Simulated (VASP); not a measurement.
Input of a VASP 6.6.1 run:

Contents of INCAR:

```
PREC = Accurate
ENCUT = 520
EDIFF = 1E-7
ISMEAR = 0
SIGMA = 0.05
LREAL = False
LASPH = True
NELM = 60
ALGO = Normal
ISIF = 2
LWAVE = False
LCHARG = True
GGA = CA
LELF = True
LVHAR = True
NBANDS = 16
```

Contents of KPOINTS:

```
regular mesh
0
Gamma
  10 10 10
```

The input POSCAR:

```
AgCl
1.0
    0.0000000000      2.7487956657      2.6773114500
    2.7487956657      0.0000000000      2.6773114500
    2.7487956657      2.7487956657      0.0000000000
Ag Cl
1 1
Direct
    0.5185353529      0.4814646471      0.5185353529
   -0.0563998634      0.0563998634     -0.0563998634
```

Potentials or basis: VASP PAW LDA potentials, release 64 (Ag, Cl).

Run with:

```bash
$ cat potpaw_LDA.64/Ag/POTCAR potpaw_LDA.64/Cl/POTCAR > POTCAR
$ mpirun -np 1 vasp_std > vasp.out
```

Task: Predict the band gap on the k mesh.

Result: 0.86 eV (least direct gap 1.72 eV).

Task: What does it give for the largest force?

Result: 1.074 eV/Å.

Stress tensor (GPa, compression positive):
```
-3.23  0.00  0.00
 0.00  7.46  0.00
 0.00  0.00 -2.68
```

Caveat: the cell differs from its parent crystal (atoms displaced along a vibrational mode, the cell strained); the stress differs along the axes, from -3 to 7 GPa; forces of over 1 eV/Å act on the atoms, so gaps and moduli don't describe the material at rest. A k mesh can miss the band edges.
